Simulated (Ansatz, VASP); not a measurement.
## One calculation of SnO, two programs

```xyz
4
Lattice="4.2297 0.0000 0.0000 0.0000 3.3743 0.0000 0.0000 0.0000 4.8360" Properties=species:S:1:pos:R:3 pbc="T T T"
Sn    0.0000    1.6871    1.1534
Sn    2.1149    0.0000    3.6826
O     0.0000    0.0000    0.0000
O     2.1149    1.6871    0.0000
```

Change from the starting cell: strain +0.1125 x Voigt [1, -1, 0, 0, 0, 0], atoms carried along.

Alike in both runs: task single point; functional PBEsol; k mesh 12 × 12 × 10; occupations gaussian, width 0.15 eV; no spin polarisation.

|  | VASP | Ansatz |
| --- | --- | --- |
| version | VASP 6.6.1 | Ansatz 0.2.0 |
| potentials or method | VASP PAW PBE potentials, release 64 (Sn_d, O), cutoff 520 eV | scalar-relativistic, plane waves, PAW |
| valence electrons in the cell | 40 | 40 |

|  | VASP | Ansatz | Ansatz less VASP |
| --- | --- | --- | --- |
| gap on the k mesh at the Fermi level (eV) | none | none | - |
| pressure (GPa) | 6.2 | 6.0 | -0.26 |
| traceless stress, the component that is largest in VASP (GPa) | 9.74 | 9.48 | -0.260 |
| rms of the force components (eV/Å) | 0.909 | 0.867 | -0.0425 |

VASP's potentials were made for PBE, not for PBEsol. Atom by atom the forces differ by 0.046 eV/Å (rms over components). A gap of «none» marks a metal or a gap that the smearing closes.
